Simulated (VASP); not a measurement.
Input of a VASP 6.6.1 run:

Contents of INCAR:

```
ALGO = Normal ; EDIFF = 1E-6
ENCUT = 520 ; GGA = PE
ISIF = 2 ; ISMEAR = 0
LASPH = T ; LCHARG = F
LREAL = F ; LWAVE = F
NBANDS = 31 ; NELM = 100
PREC = Accurate ; SIGMA = 0.1
```

File KPOINTS:

```
k-points
0
Gamma
  10 8 12
```

File POSCAR:

```
SnC2
1.0
    4.3326953598      0.0000000000      0.0000000000
    0.0000000000      5.4296545536      0.0000000000
    0.0000000000      0.0000000000      3.4477882837
Sn C
2 4
Direct
    0.5000000000      0.5000000000      0.5000000000
    0.0000000000      0.0000000000      0.0000000000
    0.3795540768      0.9250407666      0.5000000000
    0.8795540768      0.5749592334      0.0000000000
    0.6204459232      0.0749592334      0.5000000000
    0.1204459232      0.4250407666      0.0000000000
```

Potentials or basis: VASP PAW PBE potentials, release 64 (Sn_d, C).

Launch:

```sh
$ cat potpaw_PBE.64/Sn_d/POTCAR potpaw_PBE.64/C/POTCAR > POTCAR
$ mpirun -np 1 vasp_std > vasp.out
```

**Question.** Estimate the largest force.

**Answer.** 0.074 eV/Å.

**Question.** Estimate the band gap on the k mesh.

**Answer.** Zero (bands 22 and 23 overlap by 3.61 eV).

Stress tensor (GPa, compression positive):
```
 0.23  0.00  0.00
 0.00  0.16  0.00
 0.00  0.00 -0.05
```

Caveat: spin-orbit coupling is left out, which moves the levels of the heavy elements.
